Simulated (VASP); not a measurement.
# KCl (Fm-3m) in VASP: a series of runs

The runs below take KCl through single point, with PBE.

Program: VASP 6.6.1. These are calculated values, not measurements. Logs are shortened: lines on timing, memory, paths and dates and some standing lists are left out, and cuts for length are marked.

## 1. The cell of the first run

Symmetry: Fm-3m, No. 225, cubic system. Conventional cell: a = 5.241 Å, b = 5.241 Å, c = 5.241 Å, α = 90.00°, β = 90.00°, γ = 90.00°. Within 3.5 Å of K (site symmetry m-3m) lie 6 Cl at 2.62 Å. Cl (site symmetry m-3m) has 6 K at 2.62 Å within 3.5 Å.

## 2. Single point, PBE

Input file INCAR:

```
PREC = Accurate ; ENCUT = 500
EDIFF = 1E-6 ; ISMEAR = -1
SIGMA = 0.1 ; LREAL = F
LASPH = T ; NELM = 120
ALGO = Normal ; ISIF = 2
LWAVE = F ; LCHARG = T
GGA = PE ; LELF = T
LVHAR = T ; NBANDS = 15
GGA_COMPAT = F
```

Input file KPOINTS:

```
Automatic mesh
0
Gamma
  6 6 6
```

Input file POSCAR:

```
KCl
1.0
    3.7060479314      0.0000000000      0.0000000000
    1.8530239657      3.2095316562      0.0000000000
    1.8530239657      1.0698438854      3.0259754648
K Cl
1 1
Direct
    0.0000000000      0.0000000000      0.0000000000
    0.5000000000      0.5000000000      0.5000000000
```

Potentials or basis: VASP PAW PBE potentials, release 64 (K_sv, Cl).

On the command line:

```sh
$ cat potpaw_PBE.64/K_sv/POTCAR potpaw_PBE.64/Cl/POTCAR > POTCAR
$ mpirun -np 1 vasp_std > vasp.out
```

OUTCAR:

```text
PREC = Accurate
   ENCUT = 500
   EDIFF = 1E-6
   ISMEAR = -1
   LREAL = F
   LASPH = T
   NELM = 120
   ISIF = 2
   GGA = PE

 ion  position               nearest neighbor table
   1  0.000  0.000  0.000-   2 2.62   2 2.62   2 2.62   2 2.62   2 2.62   2 2.62
   2  0.500  0.500  0.500-   1 2.62   1 2.62   1 2.62   1 2.62   1 2.62   1 2.62

  LATTYP: Found a face centered cubic cell.
 ALAT       =     5.2411432473

  Lattice vectors:

 A1 = (   3.7060479314,   0.0000000000,   0.0000000000)
 A2 = (   1.8530239657,   3.2095316562,   0.0000000000)
 A3 = (   1.8530239657,   1.0698438854,   3.0259754648)

Analysis of symmetry for initial positions (statically):
=====================================================================
 Subroutine PRICEL returns:
 Original cell was already a primitive cell.

 Routine SETGRP: Setting up the symmetry group for a
 face centered cubic supercell.

 Subroutine GETGRP returns: Found 48 space group operations
 (whereof 48 operations were pure point group operations)
 out of a pool of 48 trial point group operations.

The static configuration has the point symmetry O_h .

Analysis of symmetry for dynamics (positions and initial velocities):
=====================================================================
 Subroutine PRICEL returns:
 Original cell was already a primitive cell.

 Routine SETGRP: Setting up the symmetry group for a
 face centered cubic supercell.

 Subroutine GETGRP returns: Found 48 space group operations
 (whereof 48 operations were pure point group operations)
 out of a pool of 48 trial point group operations.

The dynamic configuration has the point symmetry O_h .

 Subroutine INISYM returns: Found 48 space group operations
 (whereof 48 operations are pure point group operations),
 and found     1 'primitive' translations

----------------------------------------------------------------------------------------

                                     Primitive cell

  volume of cell :      35.9930

  direct lattice vectors                    reciprocal lattice vectors
     3.706047931  0.000000000  0.000000000     0.269829214 -0.155785969 -0.110157315
     1.853023966  3.209531656  0.000000000     0.000000000  0.311571939 -0.110157315
     1.853023966  1.069843885  3.025975465     0.000000000  0.000000000  0.330471946

  length of vectors
     3.706047931  3.706047931  3.706047931     0.330471946  0.330471946  0.330471946

  position of ions in fractional coordinates (direct lattice)
     0.000000000  0.000000000  0.000000000
     0.500000000  0.500000000  0.500000000

  ion indices of the primitive-cell ions
   primitive index   ion index
                 1           1
                 2           2

----------------------------------------------------------------------------------------

 KPOINTS: Automatic mesh

Automatic generation of k-mesh.
 Grid dimensions read from file:
 generate k-points for:    6    6    6

 Generating k-lattice:

  Cartesian coordinates                     Fractional coordinates (reciprocal lattice)
     0.044971536 -0.025964328 -0.018359553     0.166666667  0.000000000  0.000000000
     0.000000000  0.051928656 -0.018359553     0.000000000  0.166666667 -0.000000000
     0.000000000  0.000000000  0.055078658     0.000000000  0.000000000  0.166666667

  Length of vectors
     0.055078658  0.055078658  0.055078658

  Shift w.r.t. Gamma in fractional coordinates (k-lattice)
     0.000000000  0.000000000  0.000000000

 Subroutine IBZKPT returns following result:
 ===========================================

 Found     16 irreducible k-points:

 Following reciprocal coordinates:
            Coordinates               Weight
  0.000000  0.000000  0.000000      1.000000
  0.166667  0.000000  0.000000      8.000000
  0.333333  0.000000  0.000000      8.000000
  0.500000  0.000000 -0.000000      4.000000
  0.166667  0.166667  0.000000      6.000000
  0.333333  0.166667  0.000000     24.000000
[... 8 lines left out ...]
 -0.333333  0.333333  0.166667     24.000000
 -0.333333  0.500000  0.166667     12.000000
   k-points           NKPTS =     16   k-points in BZ     NKDIM =     16   number of bands    NBANDS=     15
   number of dos      NEDOS =    301   number of ions     NIONS =      2
   total plane-waves  NPLWV =  21952
   dimension x,y,z NGX =    28 NGY =   28 NGZ =   28
   dimension x,y,z NGXF=    56 NGYF=   56 NGZF=   56
   ions per type =               1   1
   NGX,Y,Z   is equivalent  to a cutoff of  12.56, 12.56, 12.56 a.u.
   NGXF,Y,Z  is equivalent  to a cutoff of  25.12, 25.12, 25.12 a.u.
 SYSTEM =  unknown system
   PREC   = accura    normal or accurate (medium, high low for compatibility)
   ISTART =      0    job   : 0-new  1-cont  2-samecut
   ICHARG =      2    charge: 1-file 2-atom 10-const
   ISPIN  =      1    spin polarized calculation?
   LNONCOLLINEAR =      F non collinear calculations
   LSORBIT =      F    spin-orbit coupling
   LASPH  =      T    aspherical Exc in radial PAW
   ENCUT  =  500.0 eV  36.75 Ry    6.06 a.u.   6.76  6.76  6.76*2*pi/ulx,y,z
   NELM   =    120;   NELMIN=  2; NELMDL= -5     # of ELM steps
   EDIFF  = 0.1E-05   stopping-criterion for ELM
   LREAL  =      F    real-space projection
   EDIFFG = 0.1E-04   stopping-criterion for IOM
   NSW    =      0    number of steps for IOM
   IBRION =     -1    ionic relax: 0-MD 1-quasi-New 2-CG
   NFREE  =      0    steps in history (QN), initial steepest desc. (CG)
   ISIF   =      2    stress and relaxation
   ISYM   =      2    0-nonsym 1-usesym 2-fastsym
   POTIM  = 0.5000    time-step for ionic-motion
   TEBEG  =    0.0;   TEEND  =   0.0 temperature during run
   PSTRESS=    0.0 pullay stress
   NELECT =      16.0000    total number of electrons
   NUPDOWN=      -1.0000    fix difference up-down
   EMIN   =  10.00;   EMAX   =-10.00  energy-range for DOS
   EFERMI =   0.00;   METHOD = LEGACY
   ISMEAR =    -1;   SIGMA  =   0.10  broadening in eV -4-tet -1-fermi 0-gaus
   EFERMI_NEDOS =   21; number of points for ismear=-14 and -15
   IALGO  =     38    algorithm
   IMIX   =      4    mixing-type and parameters
     AMIX     =   0.40;   BMIX     =  1.00
     AMIX_MAG =   1.60;   BMIX_MAG =  1.00
  volume/ion in A,a.u.               =      18.00       121.45
  Fermi-wavevector in a.u.,A,eV,Ry     =   1.249421  2.361063 21.239412  1.561053
  Thomas-Fermi vector in A             =   2.383462
   LORBIT       =      0    0 simple, 1 ext, 2 COOP (PROOUT), +10 PAW based schemes
   GGA     = PE    functional components
   LHFCALC =     F    Hartree Fock is set to
   AEXX    =    0.0000 exact exchange contribution
   IVDW    =     0    specifies the selected vdW correction
   LEPSILON=     F    determine dielectric tensor
   LRPA    =     F    only Hartree local field effects (RPA)
 non-spin polarized calculation
  energy-cutoff  :      500.00
  volume of cell :       35.99
 maximum number of plane-waves:       941
   NGX = 13   NGY = 13   NGZ = 13

 number of electron      15.9999999 magnetization

 Free energy of the ion-electron system (eV)
  ---------------------------------------------------
  ext. energy  EPLUGINS =         0.00000000
  ---------------------------------------------------
  free energy    TOTEN  =        -4.71631182 eV

  energy without entropy =       -4.71631182  energy(sigma->0) =       -4.71631182

 E-fermi :   3.6259     XC(G=0): -10.0584

 val. band max:        1.5347269194   @ k =   0.0000   0.0000   0.0000
 cond. band min:       6.6825696048   @ k =   0.5000   0.5000   0.0000
 fundamental gap:      5.1478426854
 Fermi energy:         3.6258799242

 k-point     1 :       0.0000    0.0000    0.0000
  band No.  band energies     occupation
      1     -24.9932      2.00000
      2     -11.5579      2.00000
      3      -8.3576      2.00000
      4      -8.3576      2.00000
      5      -8.3576      2.00000
      6       1.5347      2.00000
      7       1.5347      2.00000
      8       1.5347      2.00000
      9       9.3545      0.00000
     10       9.4331      0.00000
     11       9.4331      0.00000
     12       9.4331      0.00000
     13      10.7004      0.00000
     14      10.7004      0.00000
     15      16.0226      0.00000

 k-point     2 :       0.1667    0.0000    0.0000
  band No.  band energies     occupation
      1     -24.9536      2.00000
      2     -11.8319      2.00000
      3      -8.3628      2.00000
      4      -8.3628      2.00000
      5      -8.0538      2.00000
      6       0.8062      2.00000
      7       1.1869      2.00000
      8       1.1869      2.00000
      9       9.3371      0.00000
     10      10.0238      0.00000
     11      10.0238      0.00000
     12      10.4454      0.00000
     13      11.6096      0.00000
     14      11.6096      0.00000
     15      17.6240      0.00000

 k-point     3 :       0.3333    0.0000    0.0000
  band No.  band energies     occupation
      1     -24.8727      2.00000
      2     -12.2915      2.00000
      3      -8.3721      2.00000
      4      -8.3721      2.00000
      5      -7.5134      2.00000
      6      -0.3915      2.00000
      7       0.5928      2.00000
      8       0.5928      2.00000
      9       9.7471      0.00000
     10      11.6560      0.00000
     11      11.6560      0.00000
     12      12.1124      0.00000
     13      13.8019      0.00000
     14      13.8019      0.00000
     15      17.9149      0.00000

 k-point     4 :       0.5000    0.0000   -0.0000
  band No.  band energies     occupation
      1     -24.8315      2.00000
      2     -12.4937      2.00000
      3      -8.3760      2.00000
      4      -8.3760      2.00000
      5      -7.2554      2.00000
      6      -0.9235      2.00000
      7       0.3319      2.00000
      8       0.3319      2.00000
      9      10.5118      0.00000
     10      11.9838      0.00000
     11      13.5412      0.00000
     12      13.5412      0.00000
     13      14.6821      0.00000
     14      14.6821      0.00000
     15      16.5656      0.00000
[... 163 lines left out ...]
 k-point    14 :       0.5000    0.3333    0.1667
  band No.  band energies     occupation
      1     -24.8254      2.00000
      2     -12.0414      2.00000
      3      -8.8070      2.00000
      4      -8.6040      2.00000
      5      -7.8886      2.00000
      6      -0.0660      2.00000
      7       0.6204      2.00000
      8       1.1137      2.00000
      9       8.5863      0.00000
     10      11.7541      0.00000
     11      12.5998      0.00000
     12      13.3621      0.00000
     13      14.2407      0.00000
     14      15.3117      0.00000
     15      16.4119      0.00000

 k-point    15 :      -0.3333    0.3333    0.1667
  band No.  band energies     occupation
      1     -24.7999      2.00000
      2     -12.0148      2.00000
      3      -8.9213      2.00000
      4      -8.7912      2.00000
      5      -7.8258      2.00000
      6      -0.0432      2.00000
      7       0.7507      2.00000
      8       0.8269      2.00000
      9       9.9393      0.00000
     10      10.1783      0.00000
     11      13.5823      0.00000
     12      13.8250      0.00000
     13      14.5139      0.00000
     14      16.0908      0.00000
     15      16.9965      0.00000

 k-point    16 :      -0.3333    0.5000    0.1667
  band No.  band energies     occupation
      1     -24.7904      2.00000
      2     -11.7088      2.00000
      3      -9.2394      2.00000
      4      -8.9209      2.00000
      5      -8.1087      2.00000
      6       0.4604      2.00000
      7       0.8984      2.00000
      8       1.1058      2.00000
      9       8.1754      0.00000
     10      11.6391      0.00000
     11      12.8107      0.00000
     12      13.8757      0.00000
     13      15.0501      0.00000
     14      15.2031      0.00000
     15      17.2644      0.00000

------------------------ aborting loop because EDIFF is reached ----------------------------------------

  FORCE on cell =-STRESS in cart. coord.  units (eV):
  Direction    XX          YY          ZZ          XY          YZ          ZX
  --------------------------------------------------------------------------------------
  -------------------------------------------------------------------------------------
  Total        9.1399201      9.1399201      9.1399201      0.0000000      0.0000000      0.0000000
  in kB      406.8505294    406.8505294    406.8505294      0.0000000      0.0000000      0.0000000
  external PRESSURE =     406.8505294 kB  Pullay stress =       0.0000000 kB

 VOLUME and BASIS-vectors are now :
 -----------------------------------------------------------------------------
  energy-cutoff  :      500.00
  volume of cell :       35.99
      direct lattice vectors                 reciprocal lattice vectors
     3.706047931  0.000000000  0.000000000     0.269829214 -0.155785969 -0.110157315
     1.853023966  3.209531656  0.000000000     0.000000000  0.311571939 -0.110157315
     1.853023966  1.069843885  3.025975465     0.000000000  0.000000000  0.330471946

 POSITION                                       TOTAL-FORCE (eV/Angst)
 -----------------------------------------------------------------------------------
      0.00000      0.00000      0.00000         0.000000     -0.000000      0.000000
      3.70605      2.13969      1.51299        -0.000000      0.000000      0.000000
 -----------------------------------------------------------------------------------
    total drift:                                0.000000      0.000000      0.000000

  FREE ENERGIE OF THE ION-ELECTRON SYSTEM (eV)
  ---------------------------------------------------
  free  energy   TOTEN  =        -4.7163118199 eV

  energy  without entropy=       -4.7163118196  energy(sigma->0) =       -4.71631182
```

Wall time 13 s (1 thread of Intel Xeon 8259CL, shared host); peak memory 0.15 GiB.

Results:

```yaml
Free_energy: -4.7163 eV
Pressure: 40.7 GPa
Band_gap_on_the_k_mesh: 5.15 eV (least direct gap 5.33 eV)
```

Levels at points of the mesh, in eV from the valence-band top:
```csv
k point,band 4,band 5,band 6,band 7,band 8,band 9,band 10,band 11,band 12,band 13
"(0.00, 0.00, 0.00)",-9.89,-9.89,0.00,0.00,0.00,7.82,7.90,7.90,7.90,9.17
"(0.50, 0.00, 0.00)",-9.91,-8.79,-2.46,-1.20,-1.20,8.98,10.45,12.01,12.01,13.15
"(0.50, 0.50, 0.00)",-10.29,-10.29,-0.66,-0.18,-0.18,5.15,10.74,11.26,12.93,13.61
```

Caveat: the cell stands under pressure. A k mesh can miss the band edges.

## 3. Single point, PBE

This run uses another cell than the first one, of 19.27 Å³/atom.

Input file INCAR:

```
PREC     = Accurate       # precision mode
ENCUT    = 500            # plane-wave cutoff, eV
EDIFF    = 1E-6           # SCF threshold, eV
ISMEAR   = -1             # smearing method
SIGMA    = 0.1            # smearing width, eV
LREAL    = False          # projectors in reciprocal space
LASPH    = True           # aspherical terms in the spheres
NELM     = 120            # most SCF steps
ALGO     = Normal         # electronic algorithm
ISIF     = 2              # what is computed and relaxed
LWAVE    = False          # write WAVECAR
LCHARG   = False          # write CHGCAR
GGA      = PE             # functional
NBANDS   = 15             # bands
GGA_COMPAT= False
```

KPOINTS is that of step 2.

Input file POSCAR:

```
KCl
1.0
    3.7918070930      0.0000000000      0.0000000000
    1.8959035465      3.2838012688      0.0000000000
    1.8959035465      1.0946004229      3.0959975270
K Cl
1 1
Direct
    0.0000000000      0.0000000000      0.0000000000
    0.5000000000      0.5000000000      0.5000000000
```

Potentials or basis: VASP PAW PBE potentials, release 64 (K_sv, Cl).

On the command line:

```sh
$ cat potpaw_PBE.64/K_sv/POTCAR potpaw_PBE.64/Cl/POTCAR > POTCAR
$ mpirun -np 1 vasp_std > vasp.out
```

Wall time 10 s (1 thread of Intel Xeon 8259CL, shared host); peak memory 0.16 GiB.

Results (log left out):

```yaml
Free_energy: -5.2817 eV
Pressure: 30.5 GPa
Band_gap_on_the_k_mesh: 5.45 eV (least direct gap 5.66 eV)
```

Levels at points of the mesh, in eV from the valence-band top:
| k point | band 5 | band 6 | band 7 | band 8 | band 9 | band 10 | band 11 | band 12 |
| --- | --- | --- | --- | --- | --- | --- | --- | --- |
| (0.00, 0.00, 0.00) | -9.91 | 0.00 | 0.00 | 0.00 | 7.40 | 8.06 | 8.06 | 8.06 |
| (0.50, 0.00, 0.00) | -9.00 | -2.23 | -1.03 | -1.03 | 8.84 | 10.26 | 11.87 | 11.87 |
| (0.50, 0.50, 0.00) | -10.23 | -0.73 | -0.22 | -0.22 | 5.45 | 10.75 | 10.85 | 12.63 |

Caveat: the cell stands under pressure.
